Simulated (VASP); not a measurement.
Crystal: TaN.

```xyz
2
Lattice="2.9380 0.0000 0.0000 -1.4690 2.5444 0.0000 0.0000 0.0000 2.8830" Properties=species:S:1:pos:R:3 pbc="T T T"
Ta    0.0000    0.0000    1.4415
N     1.4690    0.8481    0.0000
```

Program: VASP 6.6.1. Alike in all runs: task single point; potentials or basis VASP PAW PBE potentials, release 64 (Ta_pv, N); no spin polarisation; cell as given; cutoff (eV) 520.

Task: Order these runs on this cell by their pressure, lowest first.
A. level PBE; k mesh 4 × 4 × 4; smearing fermi-dirac 0.04 eV
B. level PBEsol+U; U Ta d U = 8.0 eV; k mesh 10 × 10 × 9; smearing fermi-dirac 0.05 eV
C. level PBEsol+U; U Ta d U = 5.0 eV; k mesh 10 × 10 × 9; smearing fermi-dirac 0.05 eV
D. level PBE0; k mesh 5 × 5 × 5; smearing fermi-dirac 0.05 eV; grid for exact exchange (PRECFOCK) Normal; share of exact exchange 0.25
E. level PBEsol+U; U Ta d U = 6.0 eV; k mesh 10 × 10 × 9; smearing fermi-dirac 0.05 eV

Result: D (-4.2 GPa), A (6.1 GPa), C (12.4 GPa), E (15.9 GPa), B (23.3 GPa).

Caveats: some runs use coarse meshes; the PAW data sets were made with another functional, which shifts forces and pressure a little (at least some runs); the cell stands under pressure (at least some runs); U without spin polarisation on a metal has little footing (at least some runs).
